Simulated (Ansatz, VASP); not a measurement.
**BiTe in VASP and in Ansatz**

File INCAR:

```
SYSTEM = BiTe
  PREC = Accurate
  ENCUT = 520
  EDIFF = 1E-6
  ISMEAR = 0
  SIGMA = 0.15
  LREAL = .FALSE.
  LASPH = .TRUE.
  NELM = 100
  ALGO = Normal
  ISIF = 2
  LWAVE = .FALSE.
  LCHARG = .TRUE.
  GGA = PE
  LELF = .TRUE.
  LVHAR = .TRUE.
  NBANDS = 18
```

The input KPOINTS:

```
Automatic mesh
0
G
  14 14 14
  0 0 0
```

The input POSCAR:

```
BiTe
1.0
    0.0000000000      3.1379500000      3.1864750000
    3.1379500000      0.0000000000      3.1864750000
    3.1379500000      3.1379500000      0.0000000000
Bi Te
1 1
Direct
    0.0000000000      0.0000000000      0.0000000000
    0.5000000000      0.5000000000      0.5000000000
```

Input for Ansatz:

```yaml
crystal:
  lattice:
    - [0.0, 3.13795, 3.186475]
    - [3.13795, 0.0, 3.186475]
    - [3.13795, 3.13795, 0.0]
  atoms:
    - { symbol: Bi, position: [0.0, 0.0, 0.0] }
    - { symbol: Te, position: [0.5, 0.5, 0.5] }
basis:
  ecutwfc: 420
kpoints:
  mp_grid: { grid: [14, 14, 14] }
hamiltonian:
  xc: pbe
scf:
  occupations: { method: gaussian, width: 0.15 }
output:
  forces: true
  stress: true
  eigenvalues: true
```

Change from the starting cell: strain -0.030 along x and y, -0.015 along z, atoms carried along.

Alike in both runs: task single point; functional PBE; k mesh 14 × 14 × 14; occupations gaussian, width 0.15 eV; no spin polarisation.

|  | VASP | Ansatz |
| --- | --- | --- |
| version | VASP 6.6.1 | Ansatz 0.2.0 |
| potentials or method | VASP PAW PBE potentials, release 64 (Bi_d, Te), cutoff 520 eV | scalar-relativistic, plane waves, PAW |
| valence electrons in the cell | 21 | 31 |

|  | VASP | Ansatz | Ansatz less VASP |
| --- | --- | --- | --- |
| gap on the k mesh at the Fermi level (eV) | none | none | - |
| pressure (GPa) | 5.3 | 5.3 | +0.05 |
| traceless stress, the component that is largest in VASP (GPa) | -1.10 | -1.10 | -0.004 |

A gap of «none» marks a metal or a gap that the smearing closes. With one functional, cell and mesh, what is left measures potentials, basis and numerics. VASP's potentials hold 21 valence electrons a cell and Ansatz's 31, so a difference there can come from the potentials and not from the codes.

Spin-orbit coupling is off throughout.
